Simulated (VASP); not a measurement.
Runs of VASP 6.6.1 on GaP. The structure is that of space group F-43m (No. 216), or close to it. The cells are those of the table. 

| task | cell | k mesh | cutoff (eV) | smearing | gap on the mesh (eV) | pressure (GPa) |
| --- | --- | --- | --- | --- | --- | --- |
| relaxation of cell and atoms | relaxed from a = 3.854 Å, angles 60.0°, 2 atoms | 8 × 8 × 8 | 600 | gaussian 0.02 eV | 1.50 | 0.0 |
| single point | a = 3.854 Å, angles 60.0°, 2 atoms | 6 × 6 × 6 | 500 | gaussian 0.1 eV | (a) | -0.6 |
| single point | a = 3.846 Å, angles 60.0°, 2 atoms | 10 × 10 × 10 | 520 | gaussian 0.05 eV | 1.47 | -0.1 |
| single point | a = 3.846 Å, angles 60.0°, 2 atoms | 8 × 8 × 8 | 520 | gaussian 0.02 eV | 1.50 | -0.1 |

Alike in all rows: level PBEsol; potentials or basis VASP PAW PBE potentials, release 64 (Ga_d, P); no spin polarisation.

Fill in the values left out.

(a) 1.51.

Caveats: the PAW data sets were made with another functional, which shifts forces and pressure a little.

A k mesh can miss the band edges, and the runs leave out spin-orbit coupling on Ga.
